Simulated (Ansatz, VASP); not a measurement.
# One calculation of ScAl15N16, two programs

```
Sc Al N
1.0
    -3.13915   -5.43717    0.00000
     6.27830    0.00000    0.00000
     0.00000    0.00000   10.01088
Sc Al N
1 15 16
Direct
  0.16667 0.83333 0.99734
  0.16667 0.83333 0.49940
  0.16885 0.33442 0.99867
  0.16539 0.33269 0.49964
  0.66558 0.83115 0.99867
  0.66731 0.83461 0.49964
  0.66558 0.33442 0.99867
  0.66731 0.33269 0.49964
  0.33446 0.16891 0.25307
  0.33534 0.17068 0.74660
  0.33446 0.66554 0.25307
  0.33534 0.66466 0.74660
  0.83333 0.16667 0.24867
  0.83333 0.16667 0.74930
  0.83109 0.66554 0.25307
  0.82932 0.66466 0.74660
  0.16667 0.83333 0.20401
  0.16667 0.83333 0.69263
  0.16747 0.33373 0.19077
  0.16448 0.33224 0.68899
  0.66627 0.83253 0.19077
  0.66776 0.83552 0.68899
  0.66627 0.33373 0.19077
  0.66776 0.33224 0.68899
  0.33412 0.16824 0.44315
  0.34289 0.18579 0.93514
  0.33412 0.66588 0.44315
  0.34289 0.65711 0.93514
  0.83333 0.16667 0.43924
  0.83333 0.16667 0.94134
  0.83176 0.66588 0.44315
  0.81421 0.65711 0.93514
```

Alike in both runs: functional PBEsol; k mesh 6 × 6 × 2; occupations gaussian, width 0.1 eV; no spin polarisation.

Ansatz relaxed the structure, and its values are those at the end. VASP's run is a single point on that final structure, the one shown.

```csv
,VASP,Ansatz
version,VASP 6.6.1,Ansatz 0.2.0
potentials or method,"VASP PAW PBE potentials, release 64 (Sc_sv, Al, N), cutoff 520 eV","scalar-relativistic, plane waves, PAW"
valence electrons in the cell,136,136
```

Ansatz gave:

- gap on the k mesh at the Fermi level (eV): 4.02
- least direct gap on the mesh (eV): 4.02
- pressure (GPa): 0.0
- rms of the force components (eV/Å): 0.008

Question: Estimate VASP's values.

Answer: gap on the k mesh at the Fermi level (eV): 4.03; least direct gap on the mesh (eV): 4.03; pressure (GPa): 0.0; rms of the force components (eV/Å): 0.011.

VASP's potentials were made for PBE, not for PBEsol.
